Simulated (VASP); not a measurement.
Here is a VASP 6.6.1 calculation.

Contents of INCAR:

```
PREC = Accurate ; ENCUT = 520
EDIFF = 1E-6 ; ISMEAR = 0
SIGMA = 0.05 ; LREAL = F
LASPH = T ; NELM = 60
ALGO = Normal ; ISIF = 2
LWAVE = F ; LCHARG = T
GGA = PE ; LELF = T
LVHAR = T ; NBANDS = 28
```

The input KPOINTS:

```
regular mesh
0
Gamma
  10 10 6
```

File POSCAR:

```
BiP
1.0
    4.1670088365      0.0000000000      0.0000000000
   -2.0835044182      3.6087355102      0.0000000000
    0.0000000000      0.0000000000      7.2937056537
Bi P
2 2
Direct
    0.0000000000      0.0000000000      0.0000000000
    0.0000000000      0.0000000000      0.5000000000
    0.3333333333      0.6666666667      0.2500000000
    0.6666666667      0.3333333333      0.7500000000
```

Potentials or basis: VASP PAW PBE potentials, release 64 (Bi_d, P).

Command:

```sh
$ cat potpaw_PBE.64/Bi_d/POTCAR potpaw_PBE.64/P/POTCAR > POTCAR
$ mpirun -np 1 vasp_std > vasp.out
```

Question: What does it give for the pressure?

Answer: -3.8 GPa.

Question: Predict the band gap on the k mesh.

Answer: Zero (bands 20 and 21 overlap by 0.75 eV).

Caveat: the cell stands under tension; spin-orbit coupling is left out, which moves the levels of the heavy elements.
